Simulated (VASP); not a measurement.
Wanted: the native input for a VASP 6.6.1 run.

```
Task                   : single point
Functional             : PBEsol
Potentials or basis    : VASP PAW PBE potentials, release 64 (K_sv, I)
Cutoff                 : 520 eV
k mesh                 : 10 × 10 × 10
Occupations            : fermi-dirac, width 0.1 eV
Spin                   : no spin polarisation
Dipole correction      : no
Further INCAR settings : ALGO = Normal; EDIFF = 1e-07; NBANDS = 15
```

The structure of KI lies in POSCAR:

```
KI
1.0
    3.5024841933      3.5024841933      0.0000000000
   -3.5024841933      3.5024841933      0.0000000000
    0.0000000000      3.5024841933      3.5024841933
K I
1 1
Direct
    0.0000000000      0.0000000000      0.0000000000
    0.5000000000      0.5000000000      0.0000000000
```

The input as run:

INCAR

```
SYSTEM = KI
PREC = Accurate ; ENCUT = 520
EDIFF = 1E-7 ; ISMEAR = -1
SIGMA = 0.1 ; LREAL = .FALSE.
LASPH = .TRUE. ; NELM = 60
ALGO = Normal ; ISIF = 2
LWAVE = .FALSE. ; LCHARG = .FALSE.
GGA = PS ; NBANDS = 15
```

KPOINTS

```
regular mesh
0
G
  10 10 10
  0 0 0
```

Potentials or basis: VASP PAW PBE potentials, release 64 (K_sv, I).

The run is started by

```console
$ cat potpaw_PBE.64/K_sv/POTCAR potpaw_PBE.64/I/POTCAR > POTCAR
$ mpirun -np 1 vasp_std > vasp.out
```

Results of the run:

```json
{
 "Pressure": "0.0 GPa",
 "Band gap on the k mesh": "3.87 eV, direct"
}
```

Caveat: the PAW data sets were made with another functional, which shifts forces and pressure a little; spin-orbit coupling is left out, which moves the levels of the heavy elements.

Run time: 76 s on 1 thread of Intel Xeon 6975P-C (shared host), peak memory 0.26 GiB.
